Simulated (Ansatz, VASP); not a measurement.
## Two plane-wave programs on C

```
CELL_PARAMETERS angstrom
0.00000 1.75927 1.75927
1.75927 0.00000 1.75927
1.75927 1.75927 0.00000
ATOMIC_POSITIONS crystal
C 0.75000 0.75000 0.75000
C 0.50000 0.50000 0.50000
```

Alike in both runs: task single point; functional r2SCAN; dispersion D3(BJ); k mesh 13 × 13 × 13; occupations fermi-dirac, width 0.05 eV; no spin polarisation.

|  | VASP | Ansatz |
| --- | --- | --- |
| version | VASP 6.6.1 | Ansatz 0.2.0 |
| potentials or method | VASP PAW PBE potentials, release 64 (C) | Ansatz PAW |
| plane-wave cutoff (eV) | 520 | 500 |
| valence electrons in the cell | 8 | 8 |

|  | VASP | Ansatz | Ansatz less VASP |
| --- | --- | --- | --- |
| gap on the k mesh at the Fermi level (eV) | 4.43 | 4.46 | +0.030 |
| least direct gap on the mesh (eV) | 5.95 | 6.00 | +0.047 |
| pressure (GPa) | 15.5 | 14.2 | -1.27 |

VASP's potentials were made for PBE, not for r2SCAN.

Noted on Ansatz's run: odd divisions of the mesh miss points on the zone boundary, where band edges often lie, so the gap on the mesh can be too wide.
